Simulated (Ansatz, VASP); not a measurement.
# One calculation of ZrC2, two programs

File INCAR:

```
SYSTEM = ZrC2
ALGO     = Normal         ! electronic algorithm
EDIFF    = 1E-6           ! SCF threshold, eV
EDIFFG   = -0.01          ! ionic threshold
ENCUT    = 600            ! plane-wave cutoff, eV
GGA      = PE             ! functional
IBRION   = 2              ! ionic algorithm
ISIF     = 3              ! what is computed and relaxed
ISMEAR   = 0              ! smearing method
LASPH    = .TRUE.         ! aspherical terms in the spheres
LCHARG   = .FALSE.        ! write CHGCAR
LREAL    = .FALSE.        ! projectors in reciprocal space
LWAVE    = .FALSE.        ! write WAVECAR
NELM     = 100            ! most SCF steps
NSW      = 100            ! ionic steps
PREC     = Accurate       ! precision mode
SIGMA    = 0.1            ! smearing width, eV
```

File KPOINTS:

```
k-points
0
G
  21 21 21
  0 0 0
```

The input POSCAR:

```
ZrC2
1.0
    1.3928344674      0.8041533547      4.3051273529
   -1.3928344674      0.8041533547      4.3051273529
    0.0000000000     -1.6083067094      4.3051273529
Zr C
1 2
Direct
    0.0000000000      0.0000000000      0.0000000000
    0.1853253896      0.1853253896      0.1853253896
    0.8146746104      0.8146746104      0.8146746104
```

Input for Ansatz:

```yaml
crystal:
  lattice:
    - [1.3928344674, 0.8041533547, 4.3051273529]
    - [-1.3928344674, 0.8041533547, 4.3051273529]
    - [0.0, -1.6083067094, 4.3051273529]
  atoms:
    - { symbol: Zr, position: [0.0, 0.0, 0.0] }
    - { symbol: C, position: [0.1853253896, 0.1853253896, 0.1853253896] }
    - { symbol: C, position: [0.8146746104, 0.8146746104, 0.8146746104] }
basis:
  ecutwfc: 420
kpoints:
  mp_grid: { grid: [21, 21, 21] }
hamiltonian:
  xc: pbe
scf:
  occupations: { method: gaussian, width: 0.1 }
output:
  forces: true
  stress: true
  eigenvalues: true
relax:
  adjacent_minimum: "off"
  f_tol: 0.01
  max_steps: 80
  cell: { stress_tol: 0.05 }
```

Alike in both runs: task relaxation of cell and atoms; functional PBE; k mesh 21 × 21 × 21; occupations gaussian, width 0.1 eV; no spin polarisation.

```csv
,VASP,Ansatz
version,VASP 6.6.1,Ansatz 0.2.0
potentials or method,"VASP PAW PBE potentials, release 64 (Zr_sv, C), cutoff 600 eV","scalar-relativistic, plane waves, PAW"
valence electrons in the cell,20,20
```

Ansatz gave:

- gap on the k mesh at the Fermi level, each at its own relaxed structure (eV): none
- relaxed volume (Å³/atom): 9.66
- relaxed cell length with the largest relative difference (Å): 4.596

Question: Estimate VASP's values.

Answer: gap on the k mesh at the Fermi level, each at its own relaxed structure (eV): none; relaxed volume (Å³/atom): 9.67; relaxed cell length with the largest relative difference (Å): 4.598.

A gap of «none» marks a metal or a gap that the smearing closes.
